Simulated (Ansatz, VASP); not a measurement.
Ga in VASP and in Ansatz

The input INCAR:

```
SYSTEM = Ga
  ALGO = Normal
  EDIFF = 1E-7
  ENCUT = 520
  GGA = CA
  ISIF = 2
  ISMEAR = -1
  LASPH = .True.
  LCHARG = .True.
  LELF = .True.
  LREAL = .False.
  LVHAR = .True.
  LWAVE = .False.
  NBANDS = 20
  NELM = 60
  PREC = Accurate
  SIGMA = 0.08
```

Contents of KPOINTS:

```
k-points
0
Gamma
  12 12 10
  0 0 0
```

Contents of POSCAR:

```
Ga
1.0
    1.4093500000     -4.0505000000     -0.0261500000
    1.4906500000      4.0795000000      0.0551500000
    0.0317000000      0.0317000000      3.1700000000
Ga
2
Direct
    0.8670000000      0.1330000000      0.2500000000
    0.1330000000      0.8670000000      0.7500000000
```

Input for Ansatz:

```yaml
crystal:
  lattice:
    - [1.40935, -4.0505, -0.02615]
    - [1.49065, 4.0795, 0.05515]
    - [0.0317, 0.0317, 3.17]
  atoms:
    - { symbol: Ga, position: [0.867, 0.133, 0.25] }
    - { symbol: Ga, position: [0.133, 0.867, 0.75] }
kpoints:
  mp_grid: { grid: [12, 12, 10] }
  band_path:
    path:
      - [0.0, 0.0, 0.0]
      - [0.5, -0.5, 0.0]
      - [0.0, 0.0, 0.5]
      - [0.0, 0.0, 0.0]
      - [0.0, -0.5, 0.0]
      - [-0.5, 0.0, -0.5]
      - [0.0, 0.0, 0.0]
      - [0.0, -0.5, -0.5]
      - [-0.5, 0.0, 0.0]
    npoints: 5
scf:
  occupations: { method: fermi_dirac, width: 0.08 }
hamiltonian:
  xc: lda
  pseudopotentials: { kind: all_electron, lapw: { basis_error: 0.001 } }
output:
  forces: true
  stress: true
  eigenvalues: true
```

Change from the starting cell: equal xy, yz and zx shear strains of +2 %.

Alike in both runs: task single point; functional LDA; k mesh 12 × 12 × 10; occupations fermi-dirac, width 0.08 eV; no spin polarisation.

|  | VASP | Ansatz |
| --- | --- | --- |
| version | VASP 6.6.1 | Ansatz 0.2.0 |
| potentials or method | VASP PAW LDA potentials, release 64 (Ga_d), cutoff 520 eV | all-electron LAPW, scalar-relativistic |

```tsv
	VASP	Ansatz	Ansatz less VASP
pressure (GPa)	-3.7	-3.8	-0.10
traceless stress, the component that is largest in VASP (GPa)	-2.05	-2.04	+0.010
rms of the force components (eV/Å)	0.104	0.102	-0.0018
```

LDA's correlation is that of Perdew and Zunger in VASP and of Perdew and Wang (1992) in Ansatz. Atom by atom the forces differ by 0.002 eV/Å (rms over components). Ansatz ran all-electron here, and VASP with PAW potentials.
